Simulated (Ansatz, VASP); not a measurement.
Two plane-wave programs on Hf3Si2F

```xyz
6
Lattice="4.5026 0.0000 0.0000 -2.2513 3.8994 0.0000 0.0000 0.0000 5.8960" Properties=species:S:1:pos:R:3 pbc="T T T"
Hf    0.0000    0.0000    2.9480
Hf    0.0000    2.5996    0.0000
Hf    0.0000    2.5996    2.9480
Si    2.2513    1.2998    1.6741
Si    2.2513    1.2998    4.2219
F     0.0000    0.0000    0.0000
```

Change from the starting cell: species swapped into the La2Al3Ge type (P-6m2, No. 187).

Alike in both runs: functional PBE; k mesh 6 × 6 × 2; occupations gaussian, width 0.1 eV; no spin polarisation.

Ansatz relaxed the structure, and its values are those at the end. VASP's run is a single point on that final structure, the one shown.

|  | VASP | Ansatz |
| --- | --- | --- |
| version | VASP 6.6.1 | Ansatz 0.2.0 |
| potentials or method | VASP PAW PBE potentials, release 64 (Hf_pv, Si, F), cutoff 520 eV | scalar-relativistic, plane waves, PAW |
| valence electrons in the cell | 45 | 93 |

Ansatz gave:

| Item | Value |
| --- | --- |
| gap on the k mesh at the Fermi level (eV) | none |
| pressure (GPa) | 0.1 |
| rms of the force components (eV/Å) | 0.001 |

**Question.** Which values does VASP return?

**Answer.** gap on the k mesh at the Fermi level (eV): none; pressure (GPa): -0.5; rms of the force components (eV/Å): 0.007.

A gap of «none» marks a metal or a gap that the smearing closes. VASP's potentials hold 45 valence electrons a cell and Ansatz's 93, so a difference there can come from the potentials and not from the codes.

The k mesh is coarse, so the values compare programs but aren't converged. Neither program's run includes spin-orbit coupling.
